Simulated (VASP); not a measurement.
Input of a VASP 6.6.1 run:

Contents of INCAR:

```
PREC = Accurate ; ENCUT = 520
EDIFF = 1E-7 ; ISMEAR = 0
SIGMA = 0.1 ; LREAL = F
LASPH = T ; NELM = 150
ALGO = Normal ; ISIF = 2
LWAVE = F ; LCHARG = T
ISPIN = 2 ; MAGMOM = 0.14 0
LORBIT = 11 ; LMAXMIX = 4
GGA = PS ; LELF = T
LVHAR = T ; NBANDS = 21
```

Contents of KPOINTS:

```
Automatic mesh
0
Gamma
  14 14 14
```

The input POSCAR:

```
WSe
1.0
    0.0000000000      2.7923343792      2.7923343792
    2.7923343792      0.0000000000      2.7923343792
    2.7923343792      2.7923343792      0.0000000000
W Se
1 1
Direct
    0.0000000000      0.0000000000      0.0000000000
    0.2500000000      0.2500000000      0.2500000000
```

Potentials or basis: VASP PAW PBE potentials, release 64 (W_sv, Se).

Launch:

```sh
$ cat potpaw_PBE.64/W_sv/POTCAR potpaw_PBE.64/Se/POTCAR > POTCAR
$ mpirun -np 1 vasp_std > vasp.out
```

Problem. What does it give for the pressure?

Solution. 0.4 GPa.

Problem. Predict the band gap on the k mesh.

Solution. Zero (filled and empty bands overlap).

Caveat: the PAW data sets were made with another functional, which shifts forces and pressure a little; spin-orbit coupling is left out, which moves the levels of the heavy elements.
